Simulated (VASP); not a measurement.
# MgZn2S3 (P31m) in VASP: further runs, part 2 of 2

VASP 6.6.1. Earlier steps stand in the parts before.

### Step 5. Single point, PBE

This run uses another cell than the first one, of 21.15 Å³/atom, 1.083 times its volume.

INCAR

```
SYSTEM = MgZn2S3
ALGO = Normal
EDIFF = 1E-6
ENCUT = 520
GGA = PE
ISIF = 2
ISMEAR = 0
LASPH = .TRUE.
LCHARG = .FALSE.
LREAL = .FALSE.
LWAVE = .FALSE.
NBANDS = 56
NELM = 80
PREC = Accurate
SIGMA = 0.02
```

KPOINTS

```
k-points
0
G
  6 6 4
  0 0 0
```

POSCAR

```
MgZn2S3
1.0
    6.7762916135      0.0000000000      0.0000000000
   -3.3881458067      5.8684406807      0.0000000000
    0.0000000000      0.0000000000      6.3823094227
Mg Zn S
2 4 6
Direct
    0.6666666667      0.3333333333      0.9984923201
    0.3333333333      0.6666666667      0.9984923201
    0.3301365176      0.0000000000      0.5002122055
    0.0000000000      0.3301365176      0.5002122055
    0.6698634824      0.6698634824      0.5002122055
    0.0000000000      0.0000000000      0.9995767101
    0.0000000000      0.0000000000      0.3717471419
    0.6666666667      0.3333333333      0.3856300170
    0.3333333333      0.6666666667      0.3856300170
    0.3230989938      0.0000000000      0.8699295991
    0.0000000000      0.3230989938      0.8699295991
    0.6769010062      0.6769010062      0.8699295991
```

Potentials or basis: VASP PAW PBE potentials, release 64 (Mg, Zn, S).

Run with:

```console
$ cat potpaw_PBE.64/Mg/POTCAR potpaw_PBE.64/Zn/POTCAR potpaw_PBE.64/S/POTCAR > POTCAR
$ mpirun -np 1 vasp_std > vasp.out
```

OUTCAR:

```text
SYSTEM = MgZn2S3
   EDIFF = 1E-6
   ENCUT = 520
   GGA = PE
   ISIF = 2
   ISMEAR = 0
   LASPH = .TRUE.
   LREAL = .FALSE.
   NELM = 80
   PREC = Accurate

 ion  position               nearest neighbor table
   1  0.667  0.333  0.998-  11 2.44  10 2.44  12 2.44   8 2.47
   2  0.333  0.667  0.998-  10 2.44  11 2.44  12 2.44   9 2.47
   3  0.330  0.000  0.500-  10 2.36   7 2.38   9 2.38   8 2.38
   4  0.000  0.330  0.500-  11 2.36   7 2.38   8 2.38   9 2.38
   5  0.670  0.670  0.500-  12 2.36   7 2.38   8 2.38   9 2.38
   6  0.000  0.000  1.000-  11 2.34  12 2.34  10 2.34   7 2.38
   7  0.000  0.000  0.372-   6 2.38   4 2.38   5 2.38   3 2.38
   8  0.667  0.333  0.386-   4 2.38   3 2.38   5 2.38   1 2.47
   9  0.333  0.667  0.386-   3 2.38   4 2.38   5 2.38   2 2.47
  10  0.323  0.000  0.870-   6 2.34   3 2.36   2 2.44   1 2.44
  11  0.000  0.323  0.870-   6 2.34   4 2.36   1 2.44   2 2.44
  12  0.677  0.677  0.870-   6 2.34   5 2.36   1 2.44   2 2.44

  LATTYP: Found a hexagonal cell.
 ALAT       =     6.7762916135
 C/A-ratio  =     0.9418587314

  Lattice vectors:

 A1 = (   6.7762916135,   0.0000000000,   0.0000000000)
 A2 = (  -3.3881458067,   5.8684406807,   0.0000000000)
 A3 = (   0.0000000000,   0.0000000000,   6.3823094227)

Analysis of symmetry for initial positions (statically):
=====================================================================
 Subroutine PRICEL returns:
 Original cell was already a primitive cell.

 Routine SETGRP: Setting up the symmetry group for a
 hexagonal supercell.

 Subroutine GETGRP returns: Found  6 space group operations
 (whereof  6 operations were pure point group operations)
 out of a pool of 24 trial point group operations.

The static configuration has the point symmetry C_3v.

Analysis of symmetry for dynamics (positions and initial velocities):
=====================================================================
 Subroutine PRICEL returns:
 Original cell was already a primitive cell.

 Routine SETGRP: Setting up the symmetry group for a
 hexagonal supercell.

 Subroutine GETGRP returns: Found  6 space group operations
[... 155 lines left out ...]
  energy-cutoff  :      520.00
  volume of cell :      253.80
 maximum number of plane-waves:      6858
   NGX = 25   NGY = 25   NGZ = 23

 number of electron      88.0000084 magnetization

 Free energy of the ion-electron system (eV)
  ---------------------------------------------------
  ext. energy  EPLUGINS =         0.00000000
  ---------------------------------------------------
  free energy    TOTEN  =       -44.24886321 eV

  energy without entropy =      -44.24886321  energy(sigma->0) =      -44.24886321

 E-fermi :   1.6796     XC(G=0):  -9.0814

 val. band max:        1.5977949802   @ k =   0.0000   0.0000   0.0000
 cond. band min:       3.9334574412   @ k =   0.0000   0.0000   0.0000
 fundamental gap:      2.3356624610
 Fermi energy:         1.6796280134

 k-point     1 :       0.0000    0.0000    0.0000
  band No.  band energies     occupation
      1     -10.8312      2.00000
      2      -9.9878      2.00000
      3      -9.9257      2.00000
      4      -9.8231      2.00000
      5      -9.7280      2.00000
      6      -9.7280      2.00000
[... 1405 lines left out ...]
     55       7.9694      0.00000
     56       7.9694      0.00000

------------------------ aborting loop because EDIFF is reached ----------------------------------------

  FORCE on cell =-STRESS in cart. coord.  units (eV):
  Direction    XX          YY          ZZ          XY          YZ          ZX
  --------------------------------------------------------------------------------------
  -------------------------------------------------------------------------------------
  Total        0.0802276      0.0802276      0.0435864      0.0000000     -0.0000000      0.0000000
  in kB        0.5064561      0.5064561      0.2751495      0.0000000     -0.0000000      0.0000000
  external PRESSURE =       0.4293539 kB  Pullay stress =       0.0000000 kB

 VOLUME and BASIS-vectors are now :
 -----------------------------------------------------------------------------
  energy-cutoff  :      520.00
  volume of cell :      253.80
      direct lattice vectors                 reciprocal lattice vectors
     6.776291613  0.000000000  0.000000000     0.147573342  0.085201509  0.000000000
    -3.388145807  5.868440681  0.000000000     0.000000000  0.170403017  0.000000000
     0.000000000  0.000000000  6.382309423     0.000000000  0.000000000  0.156683096

 POSITION                                       TOTAL-FORCE (eV/Angst)
 -----------------------------------------------------------------------------------
      3.38815      1.95615      6.37269         0.000000     -0.000000     -0.003794
     -0.00000      3.91229      6.37269        -0.000000      0.000000     -0.003794
      2.23710      0.00000      3.19251        -0.002033      0.000000      0.006721
     -1.11855      1.93739      3.19251         0.001017     -0.001761      0.006721
      2.26960      3.93105      3.19251         0.001017      0.001761      0.006721
      0.00000      0.00000      6.37961         0.000000      0.000000      0.008343
      0.00000      0.00000      2.37261        -0.000000     -0.000000     -0.009281
      3.38815      1.95615      2.46121         0.000000      0.000000     -0.019083
     -0.00000      3.91229      2.46121        -0.000000     -0.000000     -0.019083
      2.18941      0.00000      5.55216         0.021462      0.000000      0.008843
     -1.09471      1.89609      5.55216        -0.010731      0.018586      0.008843
      2.29344      3.97235      5.55216        -0.010731     -0.018586      0.008843
 -----------------------------------------------------------------------------------
    total drift:                               -0.000007     -0.000012     -0.001446

  FREE ENERGIE OF THE ION-ELECTRON SYSTEM (eV)
  ---------------------------------------------------
  free  energy   TOTEN  =       -44.2488632140 eV

  energy  without entropy=      -44.2488632140  energy(sigma->0) =      -44.24886321
```

OSZICAR:

```text
N       E                     dE             d eps       ncg     rms          rms(c)
DAV:   1     0.707501132012E+03    0.70750E+03   -0.38382E+04  2688   0.167E+03
DAV:   2     0.668380811662E+02   -0.64066E+03   -0.61149E+03  2688   0.397E+02
DAV:   3    -0.415415198786E+02   -0.10838E+03   -0.10682E+03  3096   0.150E+02
DAV:   4    -0.469884028435E+02   -0.54469E+01   -0.54257E+01  3248   0.350E+01
DAV:   5    -0.470838861878E+02   -0.95483E-01   -0.95392E-01  3256   0.493E+00    0.140E+01
DAV:   6    -0.441399671239E+02    0.29439E+01   -0.51866E+00  4328   0.487E+01    0.111E+01
DAV:   7    -0.443043622134E+02   -0.16440E+00   -0.78562E+00  3056   0.953E+00    0.601E+00
DAV:   8    -0.442396003267E+02    0.64762E-01   -0.69080E-01  3512   0.715E+00    0.274E+00
DAV:   9    -0.442462575743E+02   -0.66572E-02   -0.79771E-02  3624   0.445E+00    0.621E-01
DAV:  10    -0.442473867891E+02   -0.11292E-02   -0.15764E-02  3144   0.184E+00    0.293E-01
DAV:  11    -0.442479983023E+02   -0.61151E-03   -0.20545E-03  3480   0.647E-01    0.202E-01
DAV:  12    -0.442488449801E+02   -0.84668E-03   -0.13521E-03  2888   0.365E-01    0.850E-02
DAV:  13    -0.442488401104E+02    0.48698E-05   -0.34198E-04  3272   0.329E-01    0.311E-02
DAV:  14    -0.442488529054E+02   -0.12795E-04   -0.33385E-05  3056   0.487E-02    0.209E-02
DAV:  15    -0.442488632013E+02   -0.10296E-04   -0.23134E-05  3024   0.665E-02    0.115E-02
DAV:  16    -0.442488632140E+02   -0.12615E-07   -0.65119E-06  3184   0.306E-02
   1 F= -.44248863E+02 E0= -.44248863E+02  d E =-.839973E-11
```

stdout:

```text
POSCAR found type information on POSCAR MgZnS
 POSCAR found :  3 types and      12 ions
 scaLAPACK will be used
 LDA part: xc-table for (Slater+PW92), standard interpolation
 POSCAR, INCAR and KPOINTS ok, starting setup
 FFT: planning ... GRIDC
 FFT: planning ... GRID_SOFT
 FFT: planning ... GRID
 WAVECAR not read
 entering main loop
```

Run time: 7.4 min. Hardware: 1 thread of Intel Xeon 6975P-C, shared host; peak memory 0.49 GiB.

Results:

```yaml
Free_energy: -44.2489 eV
Pressure: 0.0 GPa
Largest_force: 0.023 eV/Å
Band_gap_on_the_k_mesh: 2.34 eV, direct
```

Forces on the atoms (eV/Å):
```
Mg   0.000  0.000 -0.004
Mg   0.000  0.000 -0.004
Zn  -0.002  0.000  0.007
Zn   0.001 -0.002  0.007
Zn   0.001  0.002  0.007
Zn   0.000  0.000  0.008
S    0.000  0.000 -0.009
S    0.000  0.000 -0.019
S    0.000  0.000 -0.019
S    0.021  0.000  0.009
S   -0.011  0.019  0.009
S   -0.011 -0.019  0.009
```

### Step 6. Overview

```tsv
task	cell	k mesh	cutoff (eV)	smearing	gap on the mesh (eV)	pressure (GPa)	largest force (eV/Å)
relaxation of cell and atoms	relaxed from a = 6.649, b = 6.649, c = 6.120 Å, angles 90.0, 90.0, 120.0°, 12 atoms	3 × 3 × 4	600	gaussian 0.1 eV	2.33	-0.2	0.03
single point	a = 6.649, b = 6.649, c = 6.120 Å, angles 90.0, 90.0, 120.0°, 12 atoms	3 × 3 × 4	520	gaussian 0.1 eV	2.63	6.2	0.89
single point	a = 6.776, b = 6.776, c = 6.382 Å, angles 90.0, 90.0, 120.0°, 12 atoms	3 × 3 × 4	520	gaussian 0.1 eV	2.34	0.0	0.02
single point	a = 6.776, b = 6.776, c = 6.382 Å, angles 90.0, 90.0, 120.0°, 12 atoms	6 × 6 × 4	520	gaussian 0.02 eV	2.34	0.0	0.02
```

Alike in all rows: level PBE; potentials or basis VASP PAW PBE potentials, release 64 (Mg, Zn, S); no spin polarisation.

Total energies depend on the potentials used, so only differences within one code and one set of settings carry meaning.
